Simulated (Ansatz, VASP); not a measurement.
# NaHfO: VASP beside Ansatz

```xyz
3
Lattice="3.5380 0.0000 0.0000 -1.7690 3.0640 0.0000 0.0000 0.0000 6.2189" Properties=species:S:1:pos:R:3 pbc="T T T"
Na    0.0000    0.0000    0.0000
Hf    1.7690    1.0213    3.1095
O     0.0000    2.0426    3.1095
```

Change from the starting cell: species swapped into the BaCuGe type (P-6m2, No. 187).

Alike in both runs: functional PBE; k mesh 12 × 12 × 10; occupations gaussian, width 0.1 eV; no spin polarisation.

Ansatz relaxed the structure, and its values are those at the end. VASP's run is a single point on that final structure, the one shown.

|  | VASP | Ansatz |
| --- | --- | --- |
| version | VASP 6.6.1 | Ansatz 0.2.0 |
| potentials or method | VASP PAW PBE potentials, release 64 (Na_pv, Hf_pv, O), cutoff 520 eV | scalar-relativistic, plane waves, PAW |
| valence electrons in the cell | 23 | 41 |

|  | VASP | Ansatz | Ansatz less VASP |
| --- | --- | --- | --- |
| gap on the k mesh at the Fermi level (eV) | none | none | - |
| pressure (GPa) | -0.6 | 0.0 | +0.63 |

A gap of «none» marks a metal or a gap that the smearing closes. With one functional, cell and mesh, what is left measures potentials, basis and numerics. VASP's potentials hold 23 valence electrons a cell and Ansatz's 41, so a difference there can come from the potentials and not from the codes.

Neither program's run includes spin-orbit coupling.
